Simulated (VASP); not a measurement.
# Be2CdO3 (Cmmm) in VASP: relaxation of cell and atoms with PBE

Aim: the relaxation of cell and atoms of Be2CdO3 with PBE.

All numbers are computed with VASP 6.6.1; they aren't measurements. Logs are shortened: lines on timing, memory, paths and dates and some standing lists are left out, and cuts for length are marked.

**1. The cell of the first run**

The structure is orthorhombic, space group Cmmm (No. 65). The conventional cell has a = 4.095 Å, b = 9.092 Å, c = 3.201 Å, α = 90.00°, β = 90.00°, γ = 90.00°. Be (site symmetry m2m) has 5 O at 1.78 to 2.14 Å within 2.4 Å. Within 2.7 Å of Cd (site symmetry mmm) lie 6 O at 2.05 to 2.09 Å. O (site symmetry m2m) has 3 Be at 1.78 to 2.05 Å and 2 Cd at 2.09 Å within 2.4 Å. Within 2.7 Å of O (site symmetry mmm) lie 2 Cd at 2.05 Å and 4 Be at 2.14 Å.

The cell was built from a structure type or drawn by symmetry, and may not be a known phase.

**2. Relaxation of cell and atoms, PBE**

INCAR reads:

```
SYSTEM = Be2CdO3
PREC = Accurate
ENCUT = 600
EDIFF = 1E-7
ISMEAR = 0
SIGMA = 0.15
LREAL = .False.
LASPH = .True.
NELM = 120
ALGO = Normal
ISIF = 3
LWAVE = .False.
LCHARG = .False.
GGA = PE
IBRION = 2
NSW = 36
EDIFFG = -0.08
GGA_COMPAT = .False.
NELMIN = 4
```

KPOINTS reads:

```
Automatic mesh
0
Gamma
  3 3 4
  0 0 0
```

POSCAR reads:

```
Be2CdO3
1.0
    2.0477397200     -4.5461794600      0.0000000000
    2.0477397200      4.5461794600      0.0000000000
    0.0000000000      0.0000000000      3.2007233800
Be Cd O
2 1 3
Direct
    0.6562623200      0.3437376800      0.5000000000
    0.3437376800      0.6562623200      0.5000000000
    0.0000000000      0.0000000000      0.0000000000
    0.1478336900      0.8521663100      0.5000000000
    0.8521663100      0.1478336900      0.5000000000
    0.5000000000      0.5000000000      0.0000000000
```

Potentials or basis: VASP PAW PBE potentials, release 64 (Be, Cd, O).

On the command line:

```sh
$ cat potpaw_PBE.64/Be/POTCAR potpaw_PBE.64/Cd/POTCAR potpaw_PBE.64/O/POTCAR > POTCAR
$ mpirun -np 1 vasp_std > vasp.out
```

OUTCAR:

```text
SYSTEM = Be2CdO3
   PREC = Accurate
   ENCUT = 600
   EDIFF = 1E-7
   ISMEAR = 0
   LREAL = .False.
   LASPH = .True.
   NELM = 120
   ISIF = 3
   GGA = PE
   IBRION = 2
   NSW = 36
   EDIFFG = -0.08
   NELMIN = 4

 ion  position               nearest neighbor table
   1  0.656  0.344  0.500-   5 1.78   4 2.05   4 2.05   6 2.14   6 2.14   3 2.96   3 2.96   3 2.96
                             3 2.96
   2  0.344  0.656  0.500-   4 1.78   5 2.05   5 2.05   6 2.14   6 2.14   3 2.96   3 2.96   3 2.96
                             3 2.96
   3  0.000  0.000  0.000-   6 2.05   6 2.05   4 2.09   4 2.09   5 2.09   5 2.09   2 2.96   2 2.96
                             1 2.96   1 2.96   1 2.96   2 2.96   2 2.96   1 2.96
   4  0.148  0.852  0.500-   2 1.78   1 2.05   1 2.05   3 2.09   3 2.09
   5  0.852  0.148  0.500-   1 1.78   2 2.05   2 2.05   3 2.09   3 2.09
   6  0.500  0.500  0.000-   3 2.05   3 2.05   1 2.14   1 2.14   2 2.14   2 2.14

  LATTYP: Found a base centered orthorhombic cell.
 ALAT       =     4.0954794400
 B/A-ratio  =     2.2200963412
 C/A-ratio  =     0.7815259305

  Lattice vectors:

 A1 = (   2.0477397200,  -4.5461794600,   0.0000000000)
 A2 = (   2.0477397200,   4.5461794600,   0.0000000000)
 A3 = (   0.0000000000,   0.0000000000,   3.2007233800)

Analysis of symmetry for initial positions (statically):
=====================================================================
 Subroutine PRICEL returns:
 Original cell was already a primitive cell.

 Routine SETGRP: Setting up the symmetry group for a
 base centered orthorhombic supercell.

 Subroutine GETGRP returns: Found  8 space group operations
 (whereof  8 operations were pure point group operations)
 out of a pool of  8 trial point group operations.

The static configuration has the point symmetry D_2h.

Analysis of symmetry for dynamics (positions and initial velocities):
=====================================================================
 Subroutine PRICEL returns:
 Original cell was already a primitive cell.

 Routine SETGRP: Setting up the symmetry group for a
 base centered orthorhombic supercell.

 Subroutine GETGRP returns: Found  8 space group operations
 (whereof  8 operations were pure point group operations)
 out of a pool of  8 trial point group operations.

The dynamic configuration has the point symmetry D_2h.

 Subroutine INISYM returns: Found  8 space group operations
 (whereof  8 operations are pure point group operations),
 and found     1 'primitive' translations

----------------------------------------------------------------------------------------

                                     Primitive cell

  volume of cell :      59.5936

  direct lattice vectors                    reciprocal lattice vectors
     2.047739720 -4.546179460  0.000000000     0.244171657 -0.109982460  0.000000000
     2.047739720  4.546179460  0.000000000     0.244171657  0.109982460  0.000000000
     0.000000000  0.000000000  3.200723380     0.000000000  0.000000000  0.312429373

  length of vectors
     4.986079185  4.986079185  3.200723380     0.267798319  0.267798319  0.312429373

  position of ions in fractional coordinates (direct lattice)
     0.656262320  0.343737680  0.500000000
     0.343737680  0.656262320  0.500000000
     0.000000000  0.000000000  0.000000000
     0.147833690  0.852166310  0.500000000
     0.852166310  0.147833690  0.500000000
     0.500000000  0.500000000  0.000000000

  ion indices of the primitive-cell ions
   primitive index   ion index
                 1           1
                 2           2
                 3           3
                 4           4
                 5           5
                 6           6

----------------------------------------------------------------------------------------

 KPOINTS: Automatic mesh

Automatic generation of k-mesh.
 Grid dimensions read from file:
 generate k-points for:    3    3    4

 Generating k-lattice:

  Cartesian coordinates                     Fractional coordinates (reciprocal lattice)
     0.081390552 -0.036660820  0.000000000     0.333333333 -0.000000000  0.000000000
     0.081390552  0.036660820  0.000000000    -0.000000000  0.333333333  0.000000000
     0.000000000  0.000000000  0.078107343     0.000000000  0.000000000  0.250000000

  Length of vectors
     0.089266106  0.089266106  0.078107343

  Shift w.r.t. Gamma in fractional coordinates (k-lattice)
     0.000000000  0.000000000  0.000000000

 Subroutine IBZKPT returns following result:
 ===========================================

 Found     12 irreducible k-points:

 Following reciprocal coordinates:
            Coordinates               Weight
  0.000000  0.000000  0.000000      1.000000
  0.333333 -0.000000  0.000000      4.000000
  0.333333  0.333333  0.000000      2.000000
 -0.333333  0.333333  0.000000      2.000000
  0.000000  0.000000  0.250000      2.000000
  0.333333 -0.000000  0.250000      8.000000
  0.333333  0.333333  0.250000      4.000000
 -0.333333  0.333333  0.250000      4.000000
  0.000000  0.000000  0.500000      1.000000
  0.333333 -0.000000  0.500000      4.000000
  0.333333  0.333333  0.500000      2.000000
 -0.333333  0.333333  0.500000      2.000000
   k-points           NKPTS =     12   k-points in BZ     NKDIM =     12   number of bands    NBANDS=     21
   number of dos      NEDOS =    301   number of ions     NIONS =      6
   total plane-waves  NPLWV =  44800
   dimension x,y,z NGX =    40 NGY =   40 NGZ =   28
   dimension x,y,z NGXF=    80 NGYF=   80 NGZF=   56
   ions per type =               2   1   3
   NGX,Y,Z   is equivalent  to a cutoff of  13.34, 13.34, 14.54 a.u.
   NGXF,Y,Z  is equivalent  to a cutoff of  26.67, 26.67, 29.09 a.u.
 SYSTEM =  Be2CdO3
   PREC   = accura    normal or accurate (medium, high low for compatibility)
   ISTART =      0    job   : 0-new  1-cont  2-samecut
   ICHARG =      2    charge: 1-file 2-atom 10-const
   ISPIN  =      1    spin polarized calculation?
   LNONCOLLINEAR =      F non collinear calculations
   LSORBIT =      F    spin-orbit coupling
   LASPH  =      T    aspherical Exc in radial PAW
   ENCUT  =  600.0 eV  44.10 Ry    6.64 a.u.   9.96  9.96  6.39*2*pi/ulx,y,z
   NELM   =    120;   NELMIN=  4; NELMDL= -5     # of ELM steps
   EDIFF  = 0.1E-06   stopping-criterion for ELM
   LREAL  =      F    real-space projection
   EDIFFG = -.8E-01   stopping-criterion for IOM
   NSW    =     36    number of steps for IOM
   IBRION =      2    ionic relax: 0-MD 1-quasi-New 2-CG
   NFREE  =      1    steps in history (QN), initial steepest desc. (CG)
   ISIF   =      3    stress and relaxation
   ISYM   =      2    0-nonsym 1-usesym 2-fastsym
   POTIM  = 0.5000    time-step for ionic-motion
   TEBEG  =    0.0;   TEEND  =   0.0 temperature during run
   PSTRESS=    0.0 pullay stress
   NELECT =      34.0000    total number of electrons
   NUPDOWN=      -1.0000    fix difference up-down
   EMIN   =  10.00;   EMAX   =-10.00  energy-range for DOS
   EFERMI =   0.00;   METHOD = LEGACY
   ISMEAR =     0;   SIGMA  =   0.15  broadening in eV -4-tet -1-fermi 0-gaus
   EFERMI_NEDOS =   21; number of points for ismear=-14 and -15
   IALGO  =     38    algorithm
   IMIX   =      4    mixing-type and parameters
     AMIX     =   0.40;   BMIX     =  1.00
     AMIX_MAG =   1.60;   BMIX_MAG =  1.00
  volume/ion in A,a.u.               =       9.93        67.03
  Fermi-wavevector in a.u.,A,eV,Ry     =   1.357796  2.565863 25.083851  1.843611
  Thomas-Fermi vector in A             =   2.484684
   LORBIT       =      0    0 simple, 1 ext, 2 COOP (PROOUT), +10 PAW based schemes
   GGA     = PE    functional components
   LHFCALC =     F    Hartree Fock is set to
   AEXX    =    0.0000 exact exchange contribution
   IVDW    =     0    specifies the selected vdW correction
   LEPSILON=     F    determine dielectric tensor
   LRPA    =     F    only Hartree local field effects (RPA)
 conjugate gradient relaxation of ions
 non-spin polarized calculation
 Gauss-broadening in eV      SIGMA  =   0.15
  energy-cutoff  :      600.00
  volume of cell :       59.59
 maximum number of plane-waves:      2010
   NGX = 19   NGY = 19   NGZ = 13

--------------------------------------- Ionic step        1  -------------------------------------------

 number of electron      33.9999993 magnetization

 Free energy of the ion-electron system (eV)
  ---------------------------------------------------
  ext. energy  EPLUGINS =         0.00000000
  ---------------------------------------------------
  free energy    TOTEN  =       -29.81072286 eV

  energy without entropy =      -29.81071409  energy(sigma->0) =      -29.81071848

------------------------ aborting loop because EDIFF is reached ----------------------------------------

  FORCE on cell =-STRESS in cart. coord.  units (eV):
  Direction    XX          YY          ZZ          XY          YZ          ZX
  --------------------------------------------------------------------------------------
  -------------------------------------------------------------------------------------
  Total        6.0965050     -1.5965998     10.1402466      0.0000000      0.0000000      0.0000000
  in kB      163.9049425    -42.9246929    272.6212035      0.0000000      0.0000000      0.0000000
  external PRESSURE =     131.2004844 kB  Pullay stress =       0.0000000 kB
[... 101 lines left out ...]
  FREE ENERGIE OF THE ION-ELECTRON SYSTEM (eV)
  ---------------------------------------------------
  free  energy   TOTEN  =       -31.5371054425 eV

  energy  without entropy=      -31.5371054425  energy(sigma->0) =      -31.53710544

 E-fermi :   3.7982     XC(G=0): -10.7429

 val. band max:        3.2216121712   @ k =   0.0000   0.0000   0.0000
 cond. band min:       4.3739818675   @ k =   0.0000   0.0000   0.0000
 fundamental gap:      1.1523696963
 Fermi energy:         3.7981864432

 k-point     1 :       0.0000    0.0000    0.0000
  band No.  band energies     occupation
      1     -15.7812      2.00000
      2     -14.8622      2.00000
      3     -13.9029      2.00000
      4      -4.7784      2.00000
      5      -3.9104      2.00000
      6      -3.9042      2.00000
[... 277 lines left out ...]
     20      10.2255      0.00000
     21      10.2961      0.00000

[... ionic steps 4 to 19 ...]

--------------------------------------- Ionic step       20  -------------------------------------------

 number of electron      33.9999999 magnetization

------------------------ aborting loop because EDIFF is reached ----------------------------------------
[... 75 lines left out ...]
--------------------------------------- Ionic step       22  -------------------------------------------

 number of electron      34.0000000 magnetization

 Free energy of the ion-electron system (eV)
  ---------------------------------------------------
  ext. energy  EPLUGINS =         0.00000000
  ---------------------------------------------------
  free energy    TOTEN  =       -32.21686503 eV

  energy without entropy =      -32.21686503  energy(sigma->0) =      -32.21686503

 E-fermi :   3.4326     XC(G=0): -10.4427

 val. band max:        2.8397739719   @ k =   0.0000   0.0000   0.0000
 cond. band min:       4.0205524660   @ k =   0.0000   0.0000   0.0000
 fundamental gap:      1.1807784941
 Fermi energy:         3.4326060252

 k-point     1 :       0.0000    0.0000    0.0000
  band No.  band energies     occupation
      1     -16.8463      2.00000
      2     -15.1114      2.00000
      3     -14.3371      2.00000
      4      -5.5847      2.00000
      5      -4.5692      2.00000
      6      -4.3293      2.00000
[... 310 lines left out ...]
  FREE ENERGIE OF THE ION-ELECTRON SYSTEM (eV)
  ---------------------------------------------------
  free  energy   TOTEN  =       -32.2168650261 eV

  energy  without entropy=      -32.2168650251  energy(sigma->0) =      -32.21686503

 reached required accuracy - stopping structural energy minimisation
```

It took 9.2 min on 1 thread of Intel Xeon 8259CL, shared host; peak memory 0.22 GiB.

Results:

| Quantity | Value |
| --- | --- |
| Free energy | -32.2169 eV |
| Relaxed volume | 10.73 Å³/atom |
| Relaxed cell | a = 4.946 Å, b = 4.946 Å, c = 2.897 Å, α = 90.00°, β = 90.00°, γ = 114.65° |
| Space group after relaxing (to 0.1 Å) | Cmmm (No. 65) |
| Energy gained by relaxing | 401.0 meV/atom |
| Ionic steps | 22 |
| Pressure after relaxing | 0.6 GPa |
| Largest force after relaxing | 0.058 eV/Å |
| Band gap on the k mesh | 1.18 eV |

Forces in eV/Å, atoms in the order of the input:
```
Be   0.000 -0.058  0.000
Be   0.000  0.058  0.000
Cd   0.000  0.000  0.000
O    0.000  0.017  0.000
O    0.000 -0.017  0.000
O    0.000  0.000  0.000
```

Step by step:
| step | energy change (eV) | largest force (eV/Å) | pressure (GPa) | volume (Å³) |
| --- | --- | --- | --- | --- |
| 1 | 0.0000 | 5.9816 | 13.12 | 59.59 |
| 2 | -1.4463 | 2.8540 | -2.19 | 66.74 |
| 3 | -1.7264 | 0.3256 | -2.95 | 64.68 |
| 4 | -1.7274 | 0.1885 | -3.00 | 64.78 |
| 5 | -1.7747 | 0.7544 | 1.21 | 63.11 |
| 6 | -1.7748 | 0.7894 | 1.38 | 63.05 |
| 7 | -1.8095 | 0.7759 | 1.87 | 62.60 |
| 8 | -1.8875 | 0.7311 | 4.15 | 61.23 |
| 9 | -1.8173 | 2.0302 | 13.42 | 58.29 |
| 10 | -1.9054 | 0.7239 | 6.27 | 60.36 |
| 11 | -1.9605 | 0.8925 | 4.95 | 60.68 |
| 12 | -2.0797 | 1.3983 | 1.93 | 61.56 |
| 13 | -2.1323 | 2.3788 | -0.71 | 63.02 |
| 14 | -2.1440 | 2.1103 | -0.35 | 62.65 |
| 15 | -2.1945 | 1.9431 | -0.50 | 62.92 |
| 16 | -2.3146 | 1.4185 | -0.51 | 63.67 |
| 17 | -2.3482 | 0.9033 | 1.08 | 64.92 |
| 18 | -2.3755 | 1.0207 | 0.12 | 64.39 |
| 19 | -2.3767 | 1.0030 | 0.25 | 64.48 |
| 20 | -2.3974 | 0.5577 | 0.55 | 64.38 |
| 21 | -2.4052 | 0.0552 | 0.97 | 64.26 |
| 22 | -2.4061 | 0.0578 | 0.64 | 64.40 |

Final structure:
```
Be Cd O
1.0
     2.66997   -4.16309    0.00000
     2.66997    4.16309    0.00000
     0.00000    0.00000    2.89677
Be Cd O
2 1 3
Direct
  0.63579 0.36421 0.50000
  0.36421 0.63579 0.50000
  0.00000 0.00000 0.00000
  0.19127 0.80873 0.50000
  0.80873 0.19127 0.50000
  0.50000 0.50000 0.00000
```

Levels at points of the mesh, in eV from the valence-band top:
| k point | band 14 | band 15 | band 16 | band 17 | band 18 | band 19 | band 20 | band 21 |
| --- | --- | --- | --- | --- | --- | --- | --- | --- |
| (0.00, 0.00, 0.00) | -3.32 | -1.35 | -1.14 | 0.00 | 1.18 | 4.82 | 5.19 | 9.07 |
| (0.00, 0.00, 0.50) | -3.18 | -2.98 | -1.61 | -0.46 | 4.20 | 5.59 | 5.93 | 7.42 |

Caveat: the k points lie up to 0.54 Å⁻¹ apart in the final cell; the relaxation stopped at a loose force limit of 0.08 eV/Å, so its end isn't a converged minimum.
